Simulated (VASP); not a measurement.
# InP in VASP: further runs, part 2 of 2

VASP 6.6.1.

### 4 Electric field gradients, PBE (zz strain of -1 %)

The input, INCAR:

```
  ALGO = Normal
  EDIFF = 1E-8
  ENCUT = 520
  GGA = PE
  ISIF = 2
  ISMEAR = -1
  LASPH = T
  LCHARG = F
  LEFG = T
  LREAL = F
  LWAVE = F
  NBANDS = 16
  NELM = 80
  PREC = Accurate
  SIGMA = 0.03
```

The input, KPOINTS:

```
k-points
0
Gamma
  11 11 11
```

The input, POSCAR:

```
InP
1.0
    0.0000000000      2.8550000000      2.8264500000
    2.8550000000      0.0000000000      2.8264500000
    2.8550000000      2.8550000000      0.0000000000
In P
1 1
Direct
    0.0000000000      0.0000000000      0.0000000000
    0.5000000000      0.5000000000      0.5000000000
```

Potentials or basis: VASP PAW PBE potentials, release 64 (In_d, P).

Command:

```console
> cat potpaw_PBE.64/In_d/POTCAR potpaw_PBE.64/P/POTCAR > POTCAR
> mpirun -np 1 vasp_std > vasp.out
```

OUTCAR:

```text
EDIFF = 1E-8
   ENCUT = 520
   GGA = PE
   ISIF = 2
   ISMEAR = -1
   LASPH = T
   LREAL = F
   NELM = 80
   PREC = Accurate

 ion  position               nearest neighbor table
   1  0.000  0.000  0.000-   2 2.83   2 2.83   2 2.85   2 2.85   2 2.85   2 2.85
   2  0.500  0.500  0.500-   1 2.83   1 2.83   1 2.85   1 2.85   1 2.85   1 2.85

  LATTYP: Found a body centered tetragonal cell.
 ALAT       =     4.0375797206
 C/A-ratio  =     1.4000714267

  Lattice vectors:

 A1 = (   0.0000000000,  -2.8550000000,  -2.8264500000)
 A2 = (   0.0000000000,   2.8550000000,  -2.8264500000)
 A3 = (   2.8550000000,   0.0000000000,   2.8264500000)

Analysis of symmetry for initial positions (statically):
=====================================================================
 Subroutine PRICEL returns:
 Original cell was already a primitive cell.

 Routine SETGRP: Setting up the symmetry group for a
 body centered tetragonal supercell.

 Subroutine GETGRP returns: Found 16 space group operations
 (whereof 16 operations were pure point group operations)
 out of a pool of 16 trial point group operations.

The static configuration has the point symmetry D_4h.

Analysis of symmetry for dynamics (positions and initial velocities):
=====================================================================
 Subroutine PRICEL returns:
 Original cell was already a primitive cell.

 Routine SETGRP: Setting up the symmetry group for a
 body centered tetragonal supercell.

 Subroutine GETGRP returns: Found 16 space group operations
[... 159 lines left out ...]
  band No.  band energies     occupation
      1      -8.0544      2.00000
      2      -8.0541      2.00000
      3      -8.0403      2.00000
      4      -8.0403      2.00000
      5      -8.0373      2.00000
      6      -5.3619      2.00000
[... 433 lines left out ...]
      3      -8.0360      2.00000
      4      -8.0127      2.00000
      5      -8.0020      2.00000
      6      -4.4061      2.00000
[... 8 lines left out ...]
     15      15.9297      0.00000
     16      16.8570      0.00000

 [... further k-points ...]

------------------------ aborting loop because EDIFF is reached ----------------------------------------

  FORCE on cell =-STRESS in cart. coord.  units (eV):
  Direction    XX          YY          ZZ          XY          YZ          ZX
  --------------------------------------------------------------------------------------
  -------------------------------------------------------------------------------------
  Total       -1.4957000     -1.4957000     -1.2445987      0.0000000      0.0000000      0.0000000
  in kB      -52.0081663    -52.0081663    -43.2769258      0.0000000      0.0000000      0.0000000
  external PRESSURE =     -49.0977528 kB  Pullay stress =       0.0000000 kB

 VOLUME and BASIS-vectors are now :
 -----------------------------------------------------------------------------
  energy-cutoff  :      520.00
  volume of cell :       46.08
      direct lattice vectors                 reciprocal lattice vectors
     0.000000000  2.855000000  2.826450000    -0.175131349  0.175131349  0.176900352
     2.855000000  0.000000000  2.826450000     0.175131349 -0.175131349  0.176900352
     2.855000000  2.855000000  0.000000000     0.175131349  0.175131349 -0.176900352

 POSITION                                       TOTAL-FORCE (eV/Angst)
 -----------------------------------------------------------------------------------
      0.00000      0.00000      0.00000        -0.000000     -0.000000     -0.000000
      2.85500      2.85500      2.82645         0.000000      0.000000      0.000000
 -----------------------------------------------------------------------------------
    total drift:                               -0.000000      0.000000      0.000000

  FREE ENERGIE OF THE ION-ELECTRON SYSTEM (eV)
  ---------------------------------------------------
  free  energy   TOTEN  =        -7.8614349530 eV

  energy  without entropy=       -7.8589730003  energy(sigma->0) =       -7.86020398

 Electric field gradients (V/A^2)
---------------------------------------------------------------------
 ion       V_xx      V_yy      V_zz      V_xy      V_xz      V_yz
---------------------------------------------------------------------
   1       4.725     4.725    -9.450    -0.001    -0.001    -0.001
   2      -0.425    -0.425     0.850    -0.000    -0.000    -0.000
---------------------------------------------------------------------

 Electric field gradients after diagonalization (V/A^2)
 (convention: |V_zz| > |V_xx| > |V_yy|)
----------------------------------------------------------------------
 ion       V_xx      V_yy      V_zz     asymmetry (V_yy - V_xx)/ V_zz
----------------------------------------------------------------------
   1       4.726     4.724    -9.450       0.000
   2      -0.425    -0.425     0.850       0.000
----------------------------------------------------------------------

           NMR quadrupolar parameters

 Cq : quadrupolar parameter    Cq=e*Q*V_zz/h
 eta: asymmetry parameters     (V_yy - V_xx)/ V_zz
 Q  : nuclear electric quadrupole moment in mb (millibarn)
----------------------------------------------------------------------
 ion       Cq(MHz)       eta       Q (mb)
----------------------------------------------------------------------
   1      -0.023       0.000       1.000
   2       0.002       0.000       1.000
----------------------------------------------------------------------
```

OSZICAR:

```text
N       E                     dE             d eps       ncg     rms          rms(c)
DAV:   1     0.109017823198E+03    0.10902E+03   -0.83991E+03  4064   0.128E+03
DAV:   2    -0.122299500584E+01   -0.11024E+03   -0.10548E+03  4440   0.301E+02
DAV:   3    -0.797904159501E+01   -0.67560E+01   -0.66780E+01  5504   0.714E+01
DAV:   4    -0.814167783970E+01   -0.16264E+00   -0.16258E+00  4976   0.115E+01
DAV:   5    -0.814945792450E+01   -0.77801E-02   -0.77799E-02  6144   0.225E+00    0.415E+00
DAV:   6    -0.786606831007E+01    0.28339E+00   -0.53474E-01  6144   0.108E+01    0.234E+00
DAV:   7    -0.786122129659E+01    0.48470E-02   -0.62639E-02  5488   0.183E+00    0.107E+00
DAV:   8    -0.786128155987E+01   -0.60263E-04   -0.50570E-03  5072   0.799E-01    0.935E-02
DAV:   9    -0.786139202413E+01   -0.11046E-03   -0.29823E-04  5920   0.233E-01    0.677E-02
DAV:  10    -0.786142407043E+01   -0.32046E-04   -0.37431E-05  5080   0.524E-02    0.232E-02
DAV:  11    -0.786143463522E+01   -0.10565E-04   -0.98142E-06  5272   0.249E-02    0.590E-03
DAV:  12    -0.786143506913E+01   -0.43391E-06   -0.89598E-07  4920   0.117E-02    0.326E-03
DAV:  13    -0.786143499032E+01    0.78809E-07   -0.59600E-08  5520   0.285E-03    0.120E-03
DAV:  14    -0.786143495057E+01    0.39752E-07   -0.27174E-08  4664   0.967E-04    0.451E-04
DAV:  15    -0.786143495303E+01   -0.24540E-08   -0.39720E-10  3128   0.175E-04
   1 F= -.78614350E+01 E0= -.78602040E+01  d E =-.246195E-02
```

stdout:

```text
POSCAR found type information on POSCAR InP
 POSCAR found :  2 types and       2 ions
 scaLAPACK will be used
 LDA part: xc-table for (Slater+PW92), standard interpolation
 POSCAR, INCAR and KPOINTS ok, starting setup
 FFT: planning ... GRIDC
 FFT: planning ... GRID_SOFT
 FFT: planning ... GRID
 WAVECAR not read
 entering main loop
ion   1

ion   2
```

Wall time 50 s (1 thread of Intel Xeon Platinum 8559C (Emerald Rapids), shared host); peak memory 0.23 GiB.

Results:

```yaml
Free_energy: -7.8614 eV
Pressure: -4.9 GPa
Band_gap_on_the_k_mesh: zero (band 9 reaches 6.36 eV, above the bottom of band 10 at 4.01 eV)
```

Levels at points of the mesh, in eV from the Fermi level:
| k point | band 7 | band 8 | band 9 | band 10 | band 11 | band 12 |
| --- | --- | --- | --- | --- | --- | --- |
| (0.00, 0.00, 0.00) | -0.27 | -0.18 | -0.18 | -0.08 | 7.08 | 7.08 |

Electric field gradients, principal values (V/Å²):
```csv
atom,least,middle,greatest (by size)
1 In,4.724,4.726,-9.450
2 P,-0.425,-0.425,0.850
```

Caveat: the cell differs from its parent crystal (zz strain of -1 %); without QUAD_EFG the Cq values of the log hold for a quadrupole moment of 1 mb, not for the nuclei; spin-orbit coupling is left out, which moves the levels of the heavy elements.

### 5 Electric field gradients, PBE (zz strain of -1 %)

The input, INCAR:

```
SYSTEM = InP
PREC     = Accurate       ! precision mode
ENCUT    = 520            ! plane-wave cutoff, eV
EDIFF    = 1E-8           ! SCF threshold, eV
ISMEAR   = -1             ! smearing method
SIGMA    = 0.03           ! smearing width, eV
LREAL    = .FALSE.        ! projectors in reciprocal space
LASPH    = .TRUE.         ! aspherical terms in the spheres
NELM     = 100            ! most SCF steps
ALGO     = Normal         ! electronic algorithm
ISIF     = 2              ! what is computed and relaxed
LWAVE    = .FALSE.        ! write WAVECAR
LCHARG   = .FALSE.        ! write CHGCAR
GGA      = PE             ! functional
LEFG     = .TRUE.       
NBANDS   = 16             ! bands
```

The input, KPOINTS:

```
Automatic mesh
0
G
  11 11 11
  0 0 0
```

POSCAR is that of step 4.

Potentials or basis: VASP PAW PBE potentials, release 64 (In_d, P).

Command:

```console
> cat potpaw_PBE.64/In_d/POTCAR potpaw_PBE.64/P/POTCAR > POTCAR
> mpirun -np 1 vasp_std > vasp.out
```

OUTCAR:

```text
SYSTEM = InP
   PREC = Accurate
   ENCUT = 520
   EDIFF = 1E-8
   ISMEAR = -1
   LREAL = .FALSE.
   LASPH = .TRUE.
   NELM = 100
   ISIF = 2
   GGA = PE

 ion  position               nearest neighbor table
   1  0.000  0.000  0.000-   2 2.83   2 2.83   2 2.85   2 2.85   2 2.85   2 2.85
   2  0.500  0.500  0.500-   1 2.83   1 2.83   1 2.85   1 2.85   1 2.85   1 2.85

  LATTYP: Found a body centered tetragonal cell.
 ALAT       =     4.0375797206
 C/A-ratio  =     1.4000714267

  Lattice vectors:

 A1 = (   0.0000000000,  -2.8550000000,  -2.8264500000)
 A2 = (   0.0000000000,   2.8550000000,  -2.8264500000)
 A3 = (   2.8550000000,   0.0000000000,   2.8264500000)

Analysis of symmetry for initial positions (statically):
=====================================================================
 Subroutine PRICEL returns:
 Original cell was already a primitive cell.

 Routine SETGRP: Setting up the symmetry group for a
 body centered tetragonal supercell.

 Subroutine GETGRP returns: Found 16 space group operations
 (whereof 16 operations were pure point group operations)
 out of a pool of 16 trial point group operations.

The static configuration has the point symmetry D_4h.

Analysis of symmetry for dynamics (positions and initial velocities):
=====================================================================
 Subroutine PRICEL returns:
 Original cell was already a primitive cell.

 Routine SETGRP: Setting up the symmetry group for a
 body centered tetragonal supercell.

 Subroutine GETGRP returns: Found 16 space group operations
 (whereof 16 operations were pure point group operations)
 out of a pool of 16 trial point group operations.

[... 152 lines left out ...]
 fundamental gap:      0.0047554900
 Fermi energy:         6.0521335921

 k-point     1 :       0.0000    0.0000    0.0000
  band No.  band energies     occupation
      1      -8.0544      2.00000
      2      -8.0541      2.00000
      3      -8.0403      2.00000
      4      -8.0403      2.00000
      5      -8.0373      2.00000
      6      -5.3619      2.00000
[... 433 lines left out ...]
      3      -8.0360      2.00000
      4      -8.0127      2.00000
      5      -8.0020      2.00000
      6      -4.4061      2.00000
[... 8 lines left out ...]
     15      15.9297      0.00000
     16      16.8570      0.00000

 [... further k-points ...]
[... 5 lines left out ...]
  --------------------------------------------------------------------------------------
  -------------------------------------------------------------------------------------
  Total       -1.4957000     -1.4957000     -1.2445987      0.0000000      0.0000000      0.0000000
  in kB      -52.0081663    -52.0081663    -43.2769258      0.0000000      0.0000000      0.0000000
  external PRESSURE =     -49.0977528 kB  Pullay stress =       0.0000000 kB

 VOLUME and BASIS-vectors are now :
 -----------------------------------------------------------------------------
  energy-cutoff  :      520.00
  volume of cell :       46.08
      direct lattice vectors                 reciprocal lattice vectors
     0.000000000  2.855000000  2.826450000    -0.175131349  0.175131349  0.176900352
     2.855000000  0.000000000  2.826450000     0.175131349 -0.175131349  0.176900352
     2.855000000  2.855000000  0.000000000     0.175131349  0.175131349 -0.176900352

 POSITION                                       TOTAL-FORCE (eV/Angst)
 -----------------------------------------------------------------------------------
      0.00000      0.00000      0.00000        -0.000000     -0.000000     -0.000000
      2.85500      2.85500      2.82645         0.000000      0.000000      0.000000
 -----------------------------------------------------------------------------------
    total drift:                               -0.000000      0.000000      0.000000

  FREE ENERGIE OF THE ION-ELECTRON SYSTEM (eV)
  ---------------------------------------------------
  free  energy   TOTEN  =        -7.8614349530 eV

  energy  without entropy=       -7.8589730003  energy(sigma->0) =       -7.86020398

 Electric field gradients (V/A^2)
---------------------------------------------------------------------
 ion       V_xx      V_yy      V_zz      V_xy      V_xz      V_yz
---------------------------------------------------------------------
   1       4.725     4.725    -9.450    -0.001    -0.001    -0.001
   2      -0.425    -0.425     0.850    -0.000    -0.000    -0.000
---------------------------------------------------------------------

 Electric field gradients after diagonalization (V/A^2)
 (convention: |V_zz| > |V_xx| > |V_yy|)
----------------------------------------------------------------------
 ion       V_xx      V_yy      V_zz     asymmetry (V_yy - V_xx)/ V_zz
----------------------------------------------------------------------
   1       4.726     4.724    -9.450       0.000
   2      -0.425    -0.425     0.850       0.000
----------------------------------------------------------------------

           NMR quadrupolar parameters

 Cq : quadrupolar parameter    Cq=e*Q*V_zz/h
 eta: asymmetry parameters     (V_yy - V_xx)/ V_zz
 Q  : nuclear electric quadrupole moment in mb (millibarn)
----------------------------------------------------------------------
 ion       Cq(MHz)       eta       Q (mb)
----------------------------------------------------------------------
   1      -0.023       0.000       1.000
   2       0.002       0.000       1.000
----------------------------------------------------------------------
```

OSZICAR:

```text
N       E                     dE             d eps       ncg     rms          rms(c)
DAV:   1     0.109017823198E+03    0.10902E+03   -0.83991E+03  4064   0.128E+03
DAV:   2    -0.122299500584E+01   -0.11024E+03   -0.10548E+03  4440   0.301E+02
DAV:   3    -0.797904159501E+01   -0.67560E+01   -0.66780E+01  5504   0.714E+01
DAV:   4    -0.814167783970E+01   -0.16264E+00   -0.16258E+00  4976   0.115E+01
DAV:   5    -0.814945792450E+01   -0.77801E-02   -0.77799E-02  6144   0.225E+00    0.415E+00
DAV:   6    -0.786606831007E+01    0.28339E+00   -0.53474E-01  6144   0.108E+01    0.234E+00
DAV:   7    -0.786122129659E+01    0.48470E-02   -0.62639E-02  5488   0.183E+00    0.107E+00
DAV:   8    -0.786128155987E+01   -0.60263E-04   -0.50570E-03  5072   0.799E-01    0.935E-02
DAV:   9    -0.786139202413E+01   -0.11046E-03   -0.29823E-04  5920   0.233E-01    0.677E-02
DAV:  10    -0.786142407043E+01   -0.32046E-04   -0.37431E-05  5080   0.524E-02    0.232E-02
DAV:  11    -0.786143463522E+01   -0.10565E-04   -0.98142E-06  5272   0.249E-02    0.590E-03
DAV:  12    -0.786143506913E+01   -0.43391E-06   -0.89598E-07  4920   0.117E-02    0.326E-03
DAV:  13    -0.786143499032E+01    0.78809E-07   -0.59600E-08  5520   0.285E-03    0.120E-03
DAV:  14    -0.786143495057E+01    0.39752E-07   -0.27174E-08  4664   0.967E-04    0.451E-04
DAV:  15    -0.786143495303E+01   -0.24540E-08   -0.39720E-10  3128   0.175E-04
   1 F= -.78614350E+01 E0= -.78602040E+01  d E =-.246195E-02
```

stdout:

```text
POSCAR found type information on POSCAR InP
 POSCAR found :  2 types and       2 ions
 scaLAPACK will be used
 LDA part: xc-table for (Slater+PW92), standard interpolation
 POSCAR, INCAR and KPOINTS ok, starting setup
 FFT: planning ... GRIDC
 FFT: planning ... GRID_SOFT
 FFT: planning ... GRID
 WAVECAR not read
 entering main loop
ion   1

ion   2
```

Wall time 48 s (1 thread of Intel Xeon Platinum 8559C (Emerald Rapids), shared host); peak memory 0.23 GiB.

Results:

```yaml
Free_energy: -7.8614 eV
Pressure: -4.9 GPa
Band_gap_on_the_k_mesh: zero (band 9 reaches 6.36 eV, above the bottom of band 10 at 4.01 eV)
```

Levels at points of the mesh, in eV from the Fermi level:
| k point | band 5 | band 6 | band 7 | band 8 | band 9 | band 10 | band 11 | band 12 | band 13 | band 14 |
| --- | --- | --- | --- | --- | --- | --- | --- | --- | --- | --- |
| (0.00, 0.00, 0.00) | -14.09 | -11.41 | -0.27 | -0.18 | -0.18 | -0.08 | 7.08 | 7.08 | 7.15 | 7.91 |

Electric field gradients, principal values (V/Å²):
| atom | least | middle | greatest (by size) |
| --- | --- | --- | --- |
| 1 In | 4.724 | 4.726 | -9.450 |
| 2 P | -0.425 | -0.425 | 0.850 |

Caveat: the cell differs from its parent crystal (zz strain of -1 %); without QUAD_EFG the Cq values of the log hold for a quadrupole moment of 1 mb, not for the nuclei; spin-orbit coupling is left out, which moves the levels of the heavy elements.

### 6 The runs side by side

```tsv
task	cell	k mesh for the DOS	occupations for the DOS	gap on the mesh (eV)	pressure (GPa)
density of states	a = 4.038 Å, angles 60.0°, 2 atoms	17 × 17 × 17	tetrahedron	-	-
electric field gradients	a = 3.977, b = 3.977, c = 4.038 Å, angles 59.5, 59.5, 61.0°, 2 atoms	-	-	none	-3.8
electric field gradients	a = 4.017, b = 4.017, c = 4.038 Å, angles 59.8, 59.8, 60.3°, 2 atoms	-	-	none	-4.9
```

Alike in all rows: level PBE; potentials or basis VASP PAW PBE potentials, release 64 (In_d, P); no spin polarisation; k mesh 11 × 11 × 11; cutoff (eV) 520; smearing fermi-dirac 0.03 eV.

Caveats: spin-orbit coupling is left out, which moves the levels of the heavy elements.

Total energies depend on the potentials used, so only differences within one code and one set of settings carry meaning.
